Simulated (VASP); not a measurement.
# CuO2 (Fm-3m) in VASP: further runs

Runs on CuO2. Level: PBEsol. Tasks: relaxation of cell and atoms, single point.

Everything below comes from runs of VASP 6.6.1. Logs are shortened: lines on timing, memory, paths and dates and some standing lists are left out, and cuts for length are marked.

### 1 The cell of the first run

The structure is cubic, space group Fm-3m (No. 225). Conventional cell: a = 4.924 Å, b = 4.924 Å, c = 4.924 Å, α = 90.00°, β = 90.00°, γ = 90.00°. Within 2.8 Å of Cu (site symmetry m-3m) lie 8 O at 2.13 Å. Within 2.8 Å of O (site symmetry -43m) lie 4 Cu at 2.13 Å and 6 O at 2.46 Å.

### 2 Relaxation of cell and atoms, PBEsol, collinear spin, ferromagnetic start

INCAR reads:

```
SYSTEM = CuO2
ALGO = Normal ; EDIFF = 1E-7
EDIFFG = -0.05 ; ENCUT = 600
GGA = PS ; IBRION = 2
ISIF = 3 ; ISMEAR = 0
ISPIN = 2 ; LASPH = .True.
LCHARG = .False. ; LMAXMIX = 4
LORBIT = 11 ; LREAL = .False.
LWAVE = .False. ; MAGMOM = 0.72 0.8 0.8
NELM = 150 ; NSW = 100
PREC = Accurate ; SIGMA = 0.1
```

KPOINTS reads:

```
k-points
0
Gamma
  8 8 8
  0 0 0
```

POSCAR reads:

```
CuO2
1.0
    0.0000000000      2.4618215478      2.4618215478
    2.4618215478      0.0000000000      2.4618215478
    2.4618215478      2.4618215478      0.0000000000
Cu O
1 2
Direct
    0.0000000000      0.0000000000      0.0000000000
    0.2500000000      0.2500000000      0.2500000000
    0.7500000000      0.7500000000      0.7500000000
```

Potentials or basis: VASP PAW PBE potentials, release 64 (Cu, O).

Started as:

```bash
$ cat potpaw_PBE.64/Cu/POTCAR potpaw_PBE.64/O/POTCAR > POTCAR
$ mpirun -np 1 vasp_std > vasp.out
```

OUTCAR:

```text
SYSTEM = CuO2
   EDIFF = 1E-7
   EDIFFG = -0.05
   ENCUT = 600
   GGA = PS
   IBRION = 2
   ISIF = 3
   ISMEAR = 0
   ISPIN = 2
   LASPH = .True.
   LORBIT = 11
   LREAL = .False.
   NELM = 150
   NSW = 100
   PREC = Accurate

 ion  position               nearest neighbor table
   1  0.000  0.000  0.000-   2 2.13   3 2.13   3 2.13   3 2.13   3 2.13   2 2.13   2 2.13   2 2.13

   2  0.250  0.250  0.250-   1 2.13   1 2.13   1 2.13   1 2.13
   3  0.750  0.750  0.750-   1 2.13   1 2.13   1 2.13   1 2.13

  LATTYP: Found a face centered cubic cell.
 ALAT       =     4.9236430956

  Lattice vectors:

 A1 = (   0.0000000000,   2.4618215478,   2.4618215478)
 A2 = (   2.4618215478,   0.0000000000,   2.4618215478)
 A3 = (   2.4618215478,   2.4618215478,   0.0000000000)

Analysis of symmetry for initial positions (statically):
=====================================================================
 Subroutine PRICEL returns:
 Original cell was already a primitive cell.

 Routine SETGRP: Setting up the symmetry group for a
 face centered cubic supercell.

 Subroutine GETGRP returns: Found 48 space group operations
 (whereof 48 operations were pure point group operations)
 out of a pool of 48 trial point group operations.

The static configuration has the point symmetry O_h .

Analysis of symmetry for dynamics (positions and initial velocities):
=====================================================================
 Subroutine PRICEL returns:
 Original cell was already a primitive cell.

 Routine SETGRP: Setting up the symmetry group for a
 face centered cubic supercell.

 Subroutine GETGRP returns: Found 48 space group operations
 (whereof 48 operations were pure point group operations)
 out of a pool of 48 trial point group operations.

The dynamic configuration has the point symmetry O_h .

Analysis of structural, dynamic, and magnetic symmetry:
=====================================================================
 Subroutine PRICEL returns:
 Original cell was already a primitive cell.

 Routine SETGRP: Setting up the symmetry group for a
 face centered cubic supercell.

 Subroutine GETGRP returns: Found 48 space group operations
 (whereof 48 operations were pure point group operations)
 out of a pool of 48 trial point group operations.

The overall configuration has the point symmetry O_h .

 Subroutine INISYM returns: Found 48 space group operations
 (whereof 48 operations are pure point group operations),
 and found     1 'primitive' translations

----------------------------------------------------------------------------------------

                                     Primitive cell

  volume of cell :      29.8401

  direct lattice vectors                    reciprocal lattice vectors
     0.000000000  2.461821548  2.461821548    -0.203101643  0.203101643  0.203101643
     2.461821548  0.000000000  2.461821548     0.203101643 -0.203101643  0.203101643
     2.461821548  2.461821548  0.000000000     0.203101643  0.203101643 -0.203101643

  length of vectors
     3.481541421  3.481541421  3.481541421     0.351782364  0.351782364  0.351782364

  position of ions in fractional coordinates (direct lattice)
     0.000000000  0.000000000  0.000000000
     0.250000000  0.250000000  0.250000000
     0.750000000  0.750000000  0.750000000

  ion indices of the primitive-cell ions
   primitive index   ion index
                 1           1
                 2           2
                 3           3

----------------------------------------------------------------------------------------

 KPOINTS: k-points

Automatic generation of k-mesh.
 Grid dimensions read from file:
 generate k-points for:    8    8    8

 Generating k-lattice:

  Cartesian coordinates                     Fractional coordinates (reciprocal lattice)
    -0.025387705  0.025387705  0.025387705     0.125000000  0.000000000  0.000000000
     0.025387705 -0.025387705  0.025387705     0.000000000  0.125000000  0.000000000
     0.025387705  0.025387705 -0.025387705     0.000000000  0.000000000  0.125000000

  Length of vectors
     0.043972795  0.043972795  0.043972795

  Shift w.r.t. Gamma in fractional coordinates (k-lattice)
     0.000000000  0.000000000  0.000000000

 Subroutine IBZKPT returns following result:
 ===========================================

 Found     29 irreducible k-points:

 Following reciprocal coordinates:
            Coordinates               Weight
  0.000000  0.000000  0.000000      1.000000
  0.125000  0.000000  0.000000      8.000000
  0.250000  0.000000  0.000000      8.000000
  0.375000  0.000000  0.000000      8.000000
  0.500000  0.000000  0.000000      4.000000
  0.125000  0.125000  0.000000      6.000000
[... 16 lines left out ...]
  0.500000  0.250000  0.125000     48.000000
 -0.375000  0.250000  0.125000     24.000000
 [... further k-points ...]
   k-points           NKPTS =     29   k-points in BZ     NKDIM =     29   number of bands    NBANDS=     16
   number of dos      NEDOS =    301   number of ions     NIONS =      3
   total plane-waves  NPLWV =  21952
   dimension x,y,z NGX =    28 NGY =   28 NGZ =   28
   dimension x,y,z NGXF=    56 NGYF=   56 NGZF=   56
   ions per type =               1   2
   NGX,Y,Z   is equivalent  to a cutoff of  13.37, 13.37, 13.37 a.u.
   NGXF,Y,Z  is equivalent  to a cutoff of  26.74, 26.74, 26.74 a.u.
 SYSTEM =  CuO2
   PREC   = accura    normal or accurate (medium, high low for compatibility)
   ISTART =      0    job   : 0-new  1-cont  2-samecut
   ICHARG =      2    charge: 1-file 2-atom 10-const
   ISPIN  =      2    spin polarized calculation?
   LNONCOLLINEAR =      F non collinear calculations
   LSORBIT =      F    spin-orbit coupling
   LASPH  =      T    aspherical Exc in radial PAW
   ENCUT  =  600.0 eV  44.10 Ry    6.64 a.u.   6.95  6.95  6.95*2*pi/ulx,y,z
   NELM   =    150;   NELMIN=  2; NELMDL= -5     # of ELM steps
   EDIFF  = 0.1E-06   stopping-criterion for ELM
   LREAL  =      F    real-space projection
   EDIFFG = -.5E-01   stopping-criterion for IOM
   NSW    =    100    number of steps for IOM
   IBRION =      2    ionic relax: 0-MD 1-quasi-New 2-CG
   NFREE  =      1    steps in history (QN), initial steepest desc. (CG)
   ISIF   =      3    stress and relaxation
   ISYM   =      2    0-nonsym 1-usesym 2-fastsym
   POTIM  = 0.5000    time-step for ionic-motion
   TEBEG  =    0.0;   TEEND  =   0.0 temperature during run
   PSTRESS=    0.0 pullay stress
   NELECT =      23.0000    total number of electrons
   NUPDOWN=      -1.0000    fix difference up-down
   EMIN   =  10.00;   EMAX   =-10.00  energy-range for DOS
   EFERMI =   0.00;   METHOD = LEGACY
   ISMEAR =     0;   SIGMA  =   0.10  broadening in eV -4-tet -1-fermi 0-gaus
   EFERMI_NEDOS =   21; number of points for ismear=-14 and -15
   IALGO  =     38    algorithm
   IMIX   =      4    mixing-type and parameters
     AMIX     =   0.40;   BMIX     =  1.00
     AMIX_MAG =   1.60;   BMIX_MAG =  1.00
  volume/ion in A,a.u.               =       9.95        67.12
  Fermi-wavevector in a.u.,A,eV,Ry     =   1.501012  2.836502 30.654436  2.253037
  Thomas-Fermi vector in A             =   2.612438
   LORBIT       =     11    0 simple, 1 ext, 2 COOP (PROOUT), +10 PAW based schemes
   GGA     = PS    functional components
   LHFCALC =     F    Hartree Fock is set to
   AEXX    =    0.0000 exact exchange contribution
   IVDW    =     0    specifies the selected vdW correction
   LEPSILON=     F    determine dielectric tensor
   LRPA    =     F    only Hartree local field effects (RPA)
 conjugate gradient relaxation of ions
 spin polarized calculation
 Gauss-broadening in eV      SIGMA  =   0.10
  energy-cutoff  :      600.00
  volume of cell :       29.84
 maximum number of plane-waves:      1012
   NGX = 13   NGY = 13   NGZ = 13

--------------------------------------- Ionic step        1  -------------------------------------------

 number of electron      23.0000006 magnetization       2.1672537

 Free energy of the ion-electron system (eV)
  ---------------------------------------------------
  ext. energy  EPLUGINS =         0.00000000
  ---------------------------------------------------
  free energy    TOTEN  =       -14.31191496 eV

  energy without entropy =      -14.29617952  energy(sigma->0) =      -14.30404724

------------------------ aborting loop because EDIFF is reached ----------------------------------------

  FORCE on cell =-STRESS in cart. coord.  units (eV):
  Direction    XX          YY          ZZ          XY          YZ          ZX
  --------------------------------------------------------------------------------------
  -------------------------------------------------------------------------------------
  Total       -2.5466670     -2.5466670     -2.5466670      0.0000000     -0.0000000      0.0000000
  in kB     -136.7360556   -136.7360556   -136.7360556      0.0000000     -0.0000000      0.0000000
  external PRESSURE =    -136.7360556 kB  Pullay stress =       0.0000000 kB
[... 59 lines left out ...]
  energy  without entropy=      -14.4160689033  energy(sigma->0) =      -14.42194714

--------------------------------------- Ionic step        3  -------------------------------------------

 number of electron      23.0000006 magnetization       1.7676896

 Free energy of the ion-electron system (eV)
  ---------------------------------------------------
  ext. energy  EPLUGINS =         0.00000000
  ---------------------------------------------------
  free energy    TOTEN  =       -14.44312135 eV

  energy without entropy =      -14.43055282  energy(sigma->0) =      -14.43683709

 E-fermi :   4.3922     XC(G=0): -12.3556

 val. band max:        4.3805963678   @ k =  -0.3750   0.3750   0.0000
 cond. band min:       4.4232422351   @ k =  -0.3750   0.3750   0.0000
 fundamental gap:      0.0426458674
 Fermi energy:         4.3921742573

 spin component 1

 k-point     1 :       0.0000    0.0000    0.0000
  band No.  band energies     occupation
      1     -15.8571      1.00000
      2     -11.6504      1.00000
      3      -1.8343      1.00000
      4      -1.8343      1.00000
      5      -1.8343      1.00000
      6       1.4446      1.00000
[... 8 lines left out ...]
     15      16.3899      0.00000
     16      16.3899      0.00000
[... 422 lines left out ...]
      2     -13.6670      1.00000
      3      -1.8117      1.00000
      4      -1.5895      1.00000
      5      -0.5550      1.00000
      6       0.4236      1.00000
[... 8 lines left out ...]
     15      15.6878      0.00000
     16      19.5337      0.00000

 [... further k-points ...]

 spin component 2

 k-point     1 :       0.0000    0.0000    0.0000
  band No.  band energies     occupation
      1     -15.0084      1.00000
      2     -10.5157      1.00000
      3      -1.0745      1.00000
      4      -1.0745      1.00000
      5      -1.0745      1.00000
      6       1.8468      1.00000
[... 8 lines left out ...]
     15      16.4370      0.00000
     16      16.4370      0.00000
[... 467 lines left out ...]
  FREE ENERGIE OF THE ION-ELECTRON SYSTEM (eV)
  ---------------------------------------------------
  free  energy   TOTEN  =       -14.4431213513 eV

  energy  without entropy=      -14.4305528225  energy(sigma->0) =      -14.43683709

 reached required accuracy - stopping structural energy minimisation

 total charge

# of ion       s       p       d       tot
------------------------------------------
    1        0.353   0.455   8.977   9.785
    2        1.606   3.216   0.000   4.821
    3        1.606   3.216   0.000   4.821
--------------------------------------------------
tot          3.565   6.886   8.977  19.428

 magnetization (x)

# of ion       s       p       d       tot
------------------------------------------
    1       -0.018  -0.019   0.565   0.527
    2        0.007   0.545   0.000   0.552
    3        0.007   0.545   0.000   0.552
--------------------------------------------------
tot         -0.004   1.070   0.565   1.631
```

It took 2.5 min on 1 thread of Intel Xeon 8259CL, shared host; peak memory 0.19 GiB.

Results:

* Free energy: -14.4431 eV
* Relaxed volume: 9.04 Å³/atom
* Relaxed cell: a = 3.372 Å, b = 3.372 Å, c = 3.372 Å, α = 60.00°, β = 60.00°, γ = 60.00°
* Space group after relaxing (to 0.1 Å): Fm-3m (No. 225)
* Energy gained by relaxing: 43.7 meV/atom
* Ionic steps: 3
* Pressure after relaxing: 0.1 GPa
* Net moment: 1.77 μB per cell
* Site moments: Cu +0.53; O +0.55 μB
* Valence electrons inside the program's atomic spheres: Cu 9.79; O 4.82

The path:
```tsv
step	energy change (eV)	largest force (eV/Å)	pressure (GPa)	volume (Å³)
1	0.0000	0.0000	-13.67	29.84
2	-0.1159	0.0000	6.23	26.32
3	-0.1312	0.0000	0.09	27.11
```

Final structure:
```
Cu O
1.0
     0.00000    2.38441    2.38441
     2.38441    0.00000    2.38441
     2.38441    2.38441    0.00000
Cu O
1 2
Cartesian
  0.0000 0.0000 0.0000
  1.1922 1.1922 1.1922
  3.5766 3.5766 3.5766
```

Caveat: the PAW data sets were made with another functional, which shifts forces and pressure a little; a cell with one magnetic atom can't hold antiferromagnetic order, which such compounds often take; semilocal functionals often make such compounds metallic where correlation or magnetic order opens a gap, which also shifts bond lengths. With open d or f shells a metallic result of PBEsol can be an artefact of self-interaction; +U or a hybrid may open a gap.

### 3 Single point, PBEsol, collinear spin, ferromagnetic start

This run uses another cell than the first one, of 9.04 Å³/atom.

INCAR reads:

```
PREC = Accurate ; ENCUT = 520
EDIFF = 1E-7 ; ISMEAR = 0
SIGMA = 0.1 ; LREAL = False
LASPH = True ; NELM = 150
ALGO = Normal ; ISIF = 2
LWAVE = False ; LCHARG = False
ISPIN = 2 ; MAGMOM = 0.63 0.63 0.63
LORBIT = 11 ; LMAXMIX = 4
GGA = PS ; NBANDS = 22
```

KPOINTS reads:

```
Automatic mesh
0
Gamma
  16 16 16
```

POSCAR reads:

```
CuO2
1.0
    0.0000000000      2.3844798777      2.3844798777
    2.3844798777      0.0000000000      2.3844798777
    2.3844798777      2.3844798777      0.0000000000
Cu O
1 2
Direct
    0.0000000000      0.0000000000      0.0000000000
    0.2500000000      0.2500000000      0.2500000000
    0.7500000000      0.7500000000      0.7500000000
```

Potentials or basis: VASP PAW PBE potentials, release 64 (Cu, O).

Started as:

```bash
$ cat potpaw_PBE.64/Cu/POTCAR potpaw_PBE.64/O/POTCAR > POTCAR
$ mpirun -np 1 vasp_std > vasp.out
```

Run time: 8.8 min. Hardware: 1 thread of Intel Xeon 8259CL, shared host; peak memory 0.27 GiB.

It converged, with:

```yaml
Free_energy: -14.4363 eV
Pressure: 0.7 GPa
Net_moment: 1.92 μB per cell
Site_moments: Cu +0.57; O +0.60 μB
Valence_electrons_inside_the_program's_atomic_spheres: Cu 9.79; O 4.83
```

Levels at points of the mesh, in eV from the Fermi level:
Spin up:
| k point | band 10 | band 11 | band 12 | band 13 | band 14 | band 15 | band 16 | band 17 |
| --- | --- | --- | --- | --- | --- | --- | --- | --- |
| (0.00, 0.00, 0.00) | -1.42 | -0.34 | -0.34 | -0.34 | 6.00 | 11.99 | 11.99 | 11.99 |
| (0.50, 0.00, 0.00) | -2.92 | -2.44 | -0.20 | -0.20 | 9.98 | 10.83 | 15.85 | 15.85 |
| (0.50, 0.50, 0.00) | -2.55 | -0.33 | 0.33 | 0.33 | 8.74 | 12.32 | 12.75 | 17.34 |
Spin down:
```csv
k point,band 6,band 7,band 8,band 9,band 10,band 11,band 12,band 13,band 14,band 15
"(0.00, 0.00, 0.00)",-2.52,-2.52,-0.24,-0.24,-0.24,0.74,0.74,0.74,6.41,12.05
"(0.50, 0.00, 0.00)",-2.80,-2.41,-2.41,-2.29,-2.29,-1.53,0.86,0.86,10.59,11.30
"(0.50, 0.50, 0.00)",-3.07,-3.07,-2.33,-2.07,-1.66,0.95,1.57,1.57,8.92,12.62
```

Caveat: the PAW data sets were made with another functional, which shifts forces and pressure a little; a cell with one magnetic atom can't hold antiferromagnetic order, which such compounds often take; semilocal functionals often make such compounds metallic where correlation or magnetic order opens a gap, which also shifts bond lengths. With open d or f shells a metallic result of PBEsol can be an artefact of self-interaction; +U or a hybrid may open a gap.
